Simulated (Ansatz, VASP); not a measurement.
One calculation of W, two programs

INCAR

```
SYSTEM = W
PREC     = Accurate       ! precision mode
ENCUT    = 520            ! plane-wave cutoff, eV
EDIFF    = 1E-7           ! SCF threshold, eV
ISMEAR   = 0              ! smearing method
SIGMA    = 0.15           ! smearing width, eV
LREAL    = .FALSE.        ! projectors in reciprocal space
LASPH    = .TRUE.         ! aspherical terms in the spheres
NELM     = 60             ! most SCF steps
ALGO     = Fast           ! electronic algorithm
ISIF     = 2              ! what is computed and relaxed
LWAVE    = .FALSE.        ! write WAVECAR
LCHARG   = .FALSE.        ! write CHGCAR
GGA      = CA             ! functional
NBANDS   = 13             ! bands
```

Contents of KPOINTS:

```
regular mesh
0
G
  20 20 20
  0 0 0
```

The input POSCAR:

```
W
1.0
   -0.2234788632      1.9864787842      2.0609717386
    1.7629999210      0.0000000000      1.8374928754
    1.9864787842      1.9864787842     -0.2234788632
W
1
Direct
    0.0000000000      0.0000000000      0.0000000000
```

Input for Ansatz:

```yaml
crystal:
  lattice:
    - [-0.2234788632, 1.9864787842, 2.0609717386]
    - [1.762999921, 0.0, 1.8374928754]
    - [1.9864787842, 1.9864787842, -0.2234788632]
  atoms:
    - { symbol: W, position: [0.0, 0.0, 0.0] }
basis:
  ecutwfc: 420
kpoints:
  mp_grid: { grid: [20, 20, 20] }
hamiltonian:
  xc: lda
  pseudopotentials: { kind: paw, azcp: { folder: soft_1 } }
scf:
  occupations: { method: gaussian, width: 0.15 }
output:
  forces: true
  stress: true
  eigenvalues: true
```

Change from the starting cell: engineering shear strain xz -0.2250, normal strain along z +0.0375.

Alike in both runs: task single point; functional LDA; k mesh 20 × 20 × 20; occupations gaussian, width 0.15 eV; no spin polarisation.

|  | VASP | Ansatz |
| --- | --- | --- |
| version | VASP 6.6.1 | Ansatz 0.2.0 |
| potentials or method | VASP PAW LDA potentials, release 64 (W_sv), cutoff 520 eV | scalar-relativistic, plane waves, PAW |
| valence electrons in the cell | 14 | 14 |

Ansatz gave:

| Quantity | Value |
| --- | --- |
| gap on the k mesh at the Fermi level (eV) | none |
| pressure (GPa) | 0.1 |
| traceless stress, the component that is largest in VASP (GPa) | 17.30 |

**Question.** Estimate VASP's values.

**Answer.** gap on the k mesh at the Fermi level (eV): none; pressure (GPa): 1.8; traceless stress, the component that is largest in VASP (GPa): 17.92.

Ansatz warns that its potentials were made for another functional, while VASP's fit it. LDA's correlation is that of Perdew and Zunger in VASP and of Perdew and Wang (1992) in Ansatz. A gap of «none» marks a metal or a gap that the smearing closes.

Neither program's run includes spin-orbit coupling.
